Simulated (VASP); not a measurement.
# SiMo3 (Pm-3n) in VASP: notebook

The runs below take SiMo3 through single point, relaxation of cell and atoms, with PBE+D3(BJ).

All numbers are computed with VASP 6.6.1; they aren't measurements. Logs are shortened: lines on timing, memory, paths and dates and some standing lists are left out, and cuts for length are marked.

## Step 1: The cell of the first run

It takes space group Pm-3n (No. 223, cubic). Conventional cell: a = 4.858 Å, b = 4.858 Å, c = 4.858 Å, α = 90.00°, β = 90.00°, γ = 90.00°. Si (site symmetry m-3) has 12 Mo at 2.72 Å within 3.6 Å. Mo (site symmetry -4m2) has 10 Mo at 2.43 to 2.97 Å and 4 Si at 2.72 Å within 3.2 Å.

## Step 2: Single point, PBE+D3(BJ)

INCAR reads:

```
SYSTEM = SiMo3
ALGO = Fast ; EDIFF = 1E-6
ENCUT = 520 ; GGA = PE
ISIF = 2 ; ISMEAR = 0
IVDW = 12 ; LASPH = .TRUE.
LCHARG = .FALSE. ; LREAL = .FALSE.
LWAVE = .FALSE. ; NBANDS = 56
NELM = 60 ; PREC = Accurate
SIGMA = 0.1
```

KPOINTS reads:

```
k-points
0
G
  8 8 8
  0 0 0
```

POSCAR reads:

```
SiMo3
1.0
    4.8575930264      0.0000000000      0.0000000000
    0.0000000000      4.8575930264      0.0000000000
    0.0000000000      0.0000000000      4.8575930264
Si Mo
2 6
Direct
    0.0000000000      0.0000000000      0.0000000000
    0.5000000000      0.5000000000      0.5000000000
    0.2500000000      0.0000000000      0.5000000000
    0.5000000000      0.7500000000      0.0000000000
    0.7500000000      0.0000000000      0.5000000000
    0.5000000000      0.2500000000      0.0000000000
    0.0000000000      0.5000000000      0.7500000000
    0.0000000000      0.5000000000      0.2500000000
```

Potentials or basis: VASP PAW PBE potentials, release 64 (Si, Mo_sv).

Run with:

```console
> cat potpaw_PBE.64/Si/POTCAR potpaw_PBE.64/Mo_sv/POTCAR > POTCAR
> mpirun -np 1 vasp_std > vasp.out
```

OUTCAR:

```text
SYSTEM = SiMo3
   EDIFF = 1E-6
   ENCUT = 520
   GGA = PE
   ISIF = 2
   ISMEAR = 0
   IVDW = 12
   LASPH = .TRUE.
   LREAL = .FALSE.
   NELM = 60
   PREC = Accurate
 IVDW          = 12

 ion  position               nearest neighbor table
   1  0.000  0.000  0.000-   3 2.72   4 2.72   5 2.72   6 2.72   7 2.72   8 2.72   3 2.72   5 2.72
                             7 2.72   8 2.72   4 2.72   6 2.72
   2  0.500  0.500  0.500-   3 2.72   4 2.72   5 2.72   6 2.72   7 2.72   8 2.72   4 2.72   6 2.72
                             3 2.72   5 2.72   7 2.72   8 2.72
   3  0.250  0.000  0.500-   5 2.43   5 2.43   1 2.72   1 2.72   2 2.72   2 2.72   8 2.97   4 2.97
                             4 2.97   6 2.97   6 2.97   7 2.97   8 2.97   7 2.97
   4  0.500  0.750  0.000-   6 2.43   6 2.43   1 2.72   2 2.72   2 2.72   1 2.72   8 2.97   5 2.97
                             3 2.97   5 2.97   3 2.97   7 2.97   7 2.97   8 2.97
   5  0.750  0.000  0.500-   3 2.43   3 2.43   1 2.72   1 2.72   2 2.72   2 2.72   8 2.97   4 2.97
                             4 2.97   6 2.97   6 2.97   7 2.97   8 2.97   7 2.97
   6  0.500  0.250  0.000-   4 2.43   4 2.43   1 2.72   2 2.72   2 2.72   1 2.72   8 2.97   3 2.97
                             3 2.97   5 2.97   5 2.97   7 2.97   7 2.97   8 2.97
   7  0.000  0.500  0.750-   8 2.43   8 2.43   1 2.72   2 2.72   1 2.72   2 2.72   3 2.97   4 2.97
                             5 2.97   3 2.97   5 2.97   6 2.97   4 2.97   6 2.97
   8  0.000  0.500  0.250-   7 2.43   7 2.43   1 2.72   2 2.72   1 2.72   2 2.72   3 2.97   4 2.97
                             5 2.97   3 2.97   5 2.97   6 2.97   4 2.97   6 2.97

  LATTYP: Found a simple cubic cell.
 ALAT       =     4.8575930264

  Lattice vectors:

 A1 = (   4.8575930264,   0.0000000000,   0.0000000000)
 A2 = (   0.0000000000,   4.8575930264,   0.0000000000)
 A3 = (   0.0000000000,   0.0000000000,   4.8575930264)

Analysis of symmetry for initial positions (statically):
=====================================================================
 Subroutine PRICEL returns:
 Original cell was already a primitive cell.

 Routine SETGRP: Setting up the symmetry group for a
 simple cubic supercell.

 Subroutine GETGRP returns: Found 48 space group operations
 (whereof 24 operations were pure point group operations)
 out of a pool of 48 trial point group operations.

The static configuration has the point symmetry T_h .
 The point group associated with its full space group is O_h .

Analysis of symmetry for dynamics (positions and initial velocities):
=====================================================================
 Subroutine PRICEL returns:
 Original cell was already a primitive cell.

 Routine SETGRP: Setting up the symmetry group for a
 simple cubic supercell.

 Subroutine GETGRP returns: Found 48 space group operations
 (whereof 24 operations were pure point group operations)
 out of a pool of 48 trial point group operations.

The dynamic configuration has the point symmetry T_h .
 The point group associated with its full space group is O_h .

 Subroutine INISYM returns: Found 48 space group operations
 (whereof 24 operations are pure point group operations),
 and found     1 'primitive' translations

----------------------------------------------------------------------------------------

                                     Primitive cell

  volume of cell :     114.6208

  direct lattice vectors                    reciprocal lattice vectors
     4.857593026  0.000000000  0.000000000     0.205863273  0.000000000  0.000000000
     0.000000000  4.857593026  0.000000000     0.000000000  0.205863273  0.000000000
     0.000000000  0.000000000  4.857593026     0.000000000  0.000000000  0.205863273

  length of vectors
     4.857593026  4.857593026  4.857593026     0.205863273  0.205863273  0.205863273

  position of ions in fractional coordinates (direct lattice)
     0.000000000  0.000000000  0.000000000
     0.500000000  0.500000000  0.500000000
     0.250000000  0.000000000  0.500000000
     0.500000000  0.750000000  0.000000000
     0.750000000  0.000000000  0.500000000
     0.500000000  0.250000000  0.000000000
     0.000000000  0.500000000  0.750000000
     0.000000000  0.500000000  0.250000000

  ion indices of the primitive-cell ions
   primitive index   ion index
                 1           1
                 2           2
                 3           3
                 4           4
                 5           5
                 6           6
                 7           7
                 8           8

----------------------------------------------------------------------------------------

 KPOINTS: k-points

Automatic generation of k-mesh.
 Grid dimensions read from file:
 generate k-points for:    8    8    8

 Generating k-lattice:

  Cartesian coordinates                     Fractional coordinates (reciprocal lattice)
     0.025732909  0.000000000  0.000000000     0.125000000  0.000000000  0.000000000
     0.000000000  0.025732909  0.000000000     0.000000000  0.125000000  0.000000000
     0.000000000  0.000000000  0.025732909     0.000000000  0.000000000  0.125000000

  Length of vectors
     0.025732909  0.025732909  0.025732909

  Shift w.r.t. Gamma in fractional coordinates (k-lattice)
     0.000000000  0.000000000  0.000000000

 Subroutine IBZKPT returns following result:
 ===========================================

 Found     35 irreducible k-points:

 Following reciprocal coordinates:
            Coordinates               Weight
  0.000000  0.000000  0.000000      1.000000
  0.125000  0.000000  0.000000      6.000000
  0.250000  0.000000  0.000000      6.000000
  0.375000  0.000000  0.000000      6.000000
  0.500000  0.000000  0.000000      3.000000
  0.125000  0.125000  0.000000     12.000000
[... 16 lines left out ...]
  0.375000  0.375000  0.125000     24.000000
  0.500000  0.375000  0.125000     24.000000
 [... further k-points ...]
   k-points           NKPTS =     35   k-points in BZ     NKDIM =     35   number of bands    NBANDS=     56
   number of dos      NEDOS =    301   number of ions     NIONS =      8
   total plane-waves  NPLWV =  46656
   dimension x,y,z NGX =    36 NGY =   36 NGZ =   36
   dimension x,y,z NGXF=    72 NGYF=   72 NGZF=   72
   ions per type =               2   6
   NGX,Y,Z   is equivalent  to a cutoff of  12.32, 12.32, 12.32 a.u.
   NGXF,Y,Z  is equivalent  to a cutoff of  24.64, 24.64, 24.64 a.u.
 SYSTEM =  SiMo3
   PREC   = accura    normal or accurate (medium, high low for compatibility)
   ISTART =      0    job   : 0-new  1-cont  2-samecut
   ICHARG =      2    charge: 1-file 2-atom 10-const
   ISPIN  =      1    spin polarized calculation?
   LNONCOLLINEAR =      F non collinear calculations
   LSORBIT =      F    spin-orbit coupling
   LASPH  =      T    aspherical Exc in radial PAW
   ENCUT  =  520.0 eV  38.22 Ry    6.18 a.u.   9.03  9.03  9.03*2*pi/ulx,y,z
   NELM   =     60;   NELMIN=  2; NELMDL= -5     # of ELM steps
   EDIFF  = 0.1E-05   stopping-criterion for ELM
   LREAL  =      F    real-space projection
   EDIFFG = 0.1E-04   stopping-criterion for IOM
   NSW    =      0    number of steps for IOM
   IBRION =     -1    ionic relax: 0-MD 1-quasi-New 2-CG
   NFREE  =      0    steps in history (QN), initial steepest desc. (CG)
   ISIF   =      2    stress and relaxation
   ISYM   =      2    0-nonsym 1-usesym 2-fastsym
   POTIM  = 0.5000    time-step for ionic-motion
   TEBEG  =    0.0;   TEEND  =   0.0 temperature during run
   PSTRESS=    0.0 pullay stress
   NELECT =      92.0000    total number of electrons
   NUPDOWN=      -1.0000    fix difference up-down
   EMIN   =  10.00;   EMAX   =-10.00  energy-range for DOS
   EFERMI =   0.00;   METHOD = LEGACY
   ISMEAR =     0;   SIGMA  =   0.10  broadening in eV -4-tet -1-fermi 0-gaus
   EFERMI_NEDOS =   21; number of points for ismear=-14 and -15
   IALGO  =     68    algorithm
   IMIX   =      4    mixing-type and parameters
     AMIX     =   0.40;   BMIX     =  1.00
     AMIX_MAG =   1.60;   BMIX_MAG =  1.00
  volume/ion in A,a.u.               =      14.33        96.69
  Fermi-wavevector in a.u.,A,eV,Ry     =   1.521422  2.875070 31.493738  2.314724
  Thomas-Fermi vector in A             =   2.630139
   LORBIT       =      0    0 simple, 1 ext, 2 COOP (PROOUT), +10 PAW based schemes
   GGA     = PE    functional components
   LHFCALC =     F    Hartree Fock is set to
   AEXX    =    0.0000 exact exchange contribution
   IVDW    =    12    specifies the selected vdW correction
   LEPSILON=     F    determine dielectric tensor
   LRPA    =     F    only Hartree local field effects (RPA)
 non-spin polarized calculation
 RMM-DIIS sequential band-by-band and
 Gauss-broadening in eV      SIGMA  =   0.10
  energy-cutoff  :      520.00
  volume of cell :      114.62
 maximum number of plane-waves:      3136
   NGX = 19   NGY = 19   NGZ = 19

 number of electron      91.9999999 magnetization

 Free energy of the ion-electron system (eV)
  ---------------------------------------------------
  ext. energy  EPLUGINS =         0.00000000
  ---------------------------------------------------
  free energy    TOTEN  =       -78.90084558 eV

  energy without entropy =      -78.87947514  energy(sigma->0) =      -78.89016036

 E-fermi :  13.0824     XC(G=0): -13.2171

 val. band max:       13.0782591372   @ k =   0.3750   0.3750   0.0000
 cond. band min:      13.1022970784   @ k =   0.2500   0.1250   0.1250
 fundamental gap:      0.0240379412
 Fermi energy:        13.0824075628

 k-point     1 :       0.0000    0.0000    0.0000
  band No.  band energies     occupation
      1     -48.2104      2.00000
      2     -48.0847      2.00000
      3     -48.0847      2.00000
      4     -47.7319      2.00000
      5     -47.7319      2.00000
      6     -47.7319      2.00000
[... 1405 lines left out ...]
     55      15.3084      0.00000
     56      15.6860      0.00000

 [... further k-points ...]

------------------------ aborting loop because EDIFF is reached ----------------------------------------

 Edisp (eV)   -5.48885

 E8    (eV) :    -2.5251

  FORCE on cell =-STRESS in cart. coord.  units (eV):
  Direction    XX          YY          ZZ          XY          YZ          ZX
  --------------------------------------------------------------------------------------
  -------------------------------------------------------------------------------------
  Total       0.39480     0.39480     0.39480    -0.00000    -0.00000    -0.00000
  in kB       5.51857     5.51857     5.51857    -0.00000    -0.00000    -0.00000
  external pressure =        5.52 kB  Pullay stress =        0.00 kB

 VOLUME and BASIS-vectors are now :
 -----------------------------------------------------------------------------
  energy-cutoff  :      520.00
  volume of cell :      114.62
      direct lattice vectors                 reciprocal lattice vectors
     4.857593026  0.000000000  0.000000000     0.205863273  0.000000000  0.000000000
     0.000000000  4.857593026  0.000000000     0.000000000  0.205863273  0.000000000
     0.000000000  0.000000000  4.857593026     0.000000000  0.000000000  0.205863273

 POSITION                                       TOTAL-FORCE (eV/Angst)
 -----------------------------------------------------------------------------------
      0.00000      0.00000      0.00000         0.000000      0.000000      0.000000
      2.42880      2.42880      2.42880         0.000000      0.000000      0.000000
      1.21440      0.00000      2.42880        -0.000000     -0.000000     -0.000000
      2.42880      3.64319      0.00000        -0.000000      0.000000     -0.000000
      3.64319      0.00000      2.42880         0.000000      0.000000      0.000000
      2.42880      1.21440      0.00000         0.000000     -0.000000     -0.000000
      0.00000      2.42880      3.64319         0.000000      0.000000     -0.000000
      0.00000      2.42880      1.21440        -0.000000      0.000000      0.000000
 -----------------------------------------------------------------------------------
    total drift:                                0.000000      0.000000     -0.000000

  FREE ENERGIE OF THE ION-ELECTRON SYSTEM (eV)
  ---------------------------------------------------
  free  energy   TOTEN  =       -84.3897005108 eV

  energy  without entropy=      -84.3683300686  energy(sigma->0) =      -84.37901529
```

Wall time 1.9 min (1 thread of Intel Xeon 6975P-C (Granite Rapids), shared host); peak memory 0.31 GiB.

What came out:

```yaml
Free_energy: -84.3897 eV
Pressure: 0.6 GPa
Band_gap_on_the_k_mesh: zero (bands 46 and 47 overlap by 2.48 eV)
Dispersion_energy_per_atom: -0.686 eV
```

(Continued in part 2 of 2.)

The gap in the log of VASP goes by the Fermi energy; the results here count the filled bands.